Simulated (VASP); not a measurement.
Here is a VASP 6.6.1 calculation.

Contents of INCAR:

```
PREC = Accurate
ENCUT = 520
EDIFF = 1E-6
ISMEAR = -1
SIGMA = 0.05
LREAL = Auto
LASPH = True
NELM = 60
ALGO = Normal
ISIF = 2
LWAVE = False
LCHARG = False
GGA = PS
NELECT = 262.0
ISYM = 0
NBANDS = 168
```

Contents of KPOINTS:

```
Automatic mesh
0
Gamma
  1 1 1
  0.25 0.25 0.25
```

File POSCAR:

```
B32N33
1.0
    7.2115910000      0.0000000000      0.0000000000
    0.0000000000      7.2115910000      0.0000000000
    0.0000000000      0.0000000000      7.2115910000
B N
32 33
Direct
    0.9979100000      0.0007920000      0.0011140000
    0.0029560000      0.0052750000      0.5003140000
    0.0029580000      0.4999910000      0.0056190000
    0.0042900000      0.4973320000      0.4976620000
    0.5002510000      0.9993150000      0.9996460000
    0.4991530000      0.9980720000      0.5028270000
    0.4991630000      0.5025080000      0.9983800000
    0.4705950000      0.4967560000      0.4971370000
    0.2510120000      0.2496440000      0.0012150000
    0.2460840000      0.2451460000      0.5002530000
    0.2456800000      0.7507620000      0.0055670000
    0.2449290000      0.7531230000      0.4978340000
    0.7487040000      0.2511570000      0.9994540000
    0.7498590000      0.2522840000      0.5027990000
    0.7497160000      0.7478270000      0.9985520000
    0.7784570000      0.7541490000      0.4959630000
    0.2510060000      0.0008920000      0.2499690000
    0.2456960000      0.0052160000      0.7510880000
    0.2461050000      0.4999300000      0.2454920000
    0.2448980000      0.4975030000      0.7534620000
    0.7487080000      0.9991270000      0.2514740000
    0.7497100000      0.9982300000      0.7481740000
    0.7498400000      0.5024610000      0.2526300000
    0.7784960000      0.4956650000      0.7544110000
    0.9980410000      0.2495830000      0.2499070000
    0.0032730000      0.2450590000      0.7510950000
    0.0032650000      0.7507650000      0.2453980000
    0.0037960000      0.7529870000      0.7533240000
    0.5003810000      0.2512700000      0.2516000000
    0.4991910000      0.2520340000      0.7482990000
    0.4991910000      0.7479770000      0.2523590000
    0.4706350000      0.7553150000      0.7556780000
    0.1247810000      0.1254730000      0.1257840000
    0.1248060000      0.1254500000      0.6257490000
    0.1248110000      0.6254440000      0.1257880000
    0.1247710000      0.6255510000      0.6258730000
    0.6248240000      0.1255200000      0.1258260000
    0.6248050000      0.1254250000      0.6257820000
    0.6248010000      0.6254770000      0.1257340000
    0.5340950000      0.6262540000      0.6268130000
    0.3760130000      0.3748950000      0.1247390000
    0.3616850000      0.3652380000      0.6246800000
    0.3758620000      0.8761850000      0.1268520000
    0.3614810000      0.8858270000      0.6268250000
    0.8736540000      0.3748840000      0.1268540000
    0.8885240000      0.3651360000      0.6268240000
    0.8736580000      0.8761040000      0.1247190000
    0.8874950000      0.8856720000      0.6248420000
    0.3760020000      0.1244360000      0.3751930000
    0.3758690000      0.1265380000      0.8764930000
    0.3617390000      0.6243760000      0.3655790000
    0.3614390000      0.6265330000      0.8861510000
    0.8736560000      0.1265340000      0.3751900000
    0.8736580000      0.1244190000      0.8764140000
    0.8885060000      0.6265100000      0.3654730000
    0.8875000000      0.6245260000      0.8859740000
    0.1254200000      0.3723980000      0.3727100000
    0.1243530000      0.3725820000      0.8790220000
    0.1243640000      0.8787060000      0.3728960000
    0.1250320000      0.8784480000      0.8787620000
    0.6223130000      0.3799790000      0.3803150000
    0.6273410000      0.3795780000      0.8713360000
    0.6273250000      0.8710430000      0.3798800000
    0.6224130000      0.8713320000      0.8716510000
    0.7151350000      0.6232430000      0.6235270000
```

Potentials or basis: VASP PAW PBE potentials, release 64 (B, N).

Launch:

```sh
$ cat potpaw_PBE.64/B/POTCAR potpaw_PBE.64/N/POTCAR > POTCAR
$ mpirun -np 1 vasp_std > vasp.out
```

Q: Predict the largest force.

A: 0.163 eV/Å.

Forces on the atoms (eV/Å):
```
B    0.052  0.059  0.056
B    0.057  0.065  0.006
B    0.056  0.007  0.061
B    0.061  0.051  0.048
B    0.057  0.056  0.053
B    0.064  0.060  0.034
B    0.061  0.036  0.058
B    0.040  0.005  0.001
B    0.053  0.060  0.060
B    0.046  0.052  0.000
B    0.063  0.016  0.065
B    0.066  0.030  0.034
B    0.053  0.059  0.065
B    0.058  0.059  0.048
B    0.054  0.065  0.054
B    0.044  0.037 -0.011
B    0.053  0.063  0.057
B    0.062  0.069  0.012
B    0.046  0.002  0.049
B    0.069  0.037  0.026
B    0.053  0.068  0.057
B    0.054  0.056  0.059
B    0.059  0.053  0.056
B    0.042 -0.012  0.042
B    0.054  0.057  0.054
B    0.062  0.056  0.035
B    0.064  0.037  0.054
B    0.035  0.042  0.037
B    0.049  0.062  0.058
B    0.045  0.075  0.024
B    0.046  0.027  0.071
B    0.040  0.017  0.013
N   -0.050 -0.051 -0.049
N   -0.060 -0.062  0.001
N   -0.062 -0.003 -0.059
N   -0.051 -0.050 -0.050
N   -0.052 -0.054 -0.050
N   -0.058 -0.050 -0.047
N   -0.057 -0.052 -0.046
N   -0.109 -0.082 -0.090
N   -0.048 -0.055 -0.050
N   -0.059 -0.032  0.034
N   -0.053 -0.056 -0.053
N   -0.043 -0.027 -0.006
N   -0.059 -0.054 -0.050
N   -0.077 -0.079 -0.038
N   -0.048 -0.054 -0.046
N   -0.042 -0.097 -0.023
N   -0.047 -0.054 -0.051
N   -0.053 -0.057 -0.053
N   -0.061  0.029 -0.028
N   -0.044 -0.011 -0.021
N   -0.058 -0.053 -0.051
N   -0.049 -0.052 -0.049
N   -0.076 -0.038 -0.081
N   -0.040 -0.026 -0.092
N   -0.050 -0.048 -0.045
N   -0.059 -0.064 -0.069
N   -0.060 -0.073 -0.060
N   -0.049 -0.038 -0.035
N   -0.060 -0.055 -0.054
N   -0.056 -0.013 -0.046
N   -0.056 -0.050 -0.010
N   -0.069 -0.056 -0.052
N    0.100  0.090  0.085
```

Caveat: the cell carries a net charge on a neutralising background, which shifts energy and pressure; the PAW data sets were made with another functional, which shifts forces and pressure a little.
